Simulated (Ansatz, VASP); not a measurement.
Two plane-wave programs on TiB2

Contents of INCAR:

```
SYSTEM = TiB2
PREC = Accurate
ENCUT = 500
EDIFF = 1E-6
ISMEAR = 0
SIGMA = 0.1
LREAL = .False.
LASPH = .True.
NELM = 120
ALGO = Normal
ISIF = 2
LWAVE = .False.
LCHARG = .False.
GGA = PE
NBANDS = 16
GGA_COMPAT = .False.
```

KPOINTS

```
regular mesh
0
Gamma
  6 6 6
  0 0 0
```

File POSCAR:

```
TiB2
1.0
    3.0259273119      0.0000000000      0.0000000000
   -1.5129636559      2.6205299221      0.0000000000
    0.0000000000      0.0000000000      3.2287677100
Ti B
1 2
Direct
    0.0000000000      0.0000000000      0.0000000000
    0.3333333300      0.6666666700      0.5000000000
    0.6666666700      0.3333333300      0.5000000000
```

Input for Ansatz:

```yaml
crystal:
  lattice:
    - [3.0259273119, 0.0, 0.0]
    - [-1.5129636559, 2.6205299221, 0.0]
    - [0.0, 0.0, 3.22876771]
  atoms:
    - { symbol: Ti, position: [0.0, 0.0, 0.0] }
    - { symbol: B, position: [0.33333333, 0.66666667, 0.5] }
    - { symbol: B, position: [0.66666667, 0.33333333, 0.5] }
basis:
  ecutwfc: 420
kpoints:
  mp_grid: { grid: [6, 6, 6] }
hamiltonian:
  xc: pbe
scf:
  occupations: { method: gaussian, width: 0.1 }
output:
  forces: true
  stress: true
  eigenvalues: true
```

Alike in both runs: task single point; functional PBE; k mesh 6 × 6 × 6; occupations gaussian, width 0.1 eV; no spin polarisation.

|  | VASP | Ansatz |
| --- | --- | --- |
| version | VASP 6.6.1 | Ansatz 0.2.0 |
| potentials or method | VASP PAW PBE potentials, release 64 (Ti_sv, B), cutoff 500 eV | scalar-relativistic, plane waves, PAW |
| valence electrons in the cell | 18 | 18 |

Ansatz gave:

| Property | Result |
| --- | --- |
| gap on the k mesh at the Fermi level (eV) | none |
| pressure (GPa) | 1.1 |
| traceless stress, the component that is largest in VASP (GPa) | -2.13 |

Task: Which values does VASP return?

Result: gap on the k mesh at the Fermi level (eV): none; pressure (GPa): 1.3; traceless stress, the component that is largest in VASP (GPa): -2.11.

A gap of «none» marks a metal or a gap that the smearing closes. With one functional, cell and mesh, what is left measures potentials, basis and numerics.

The k mesh is coarse, so the values compare programs but aren't converged.
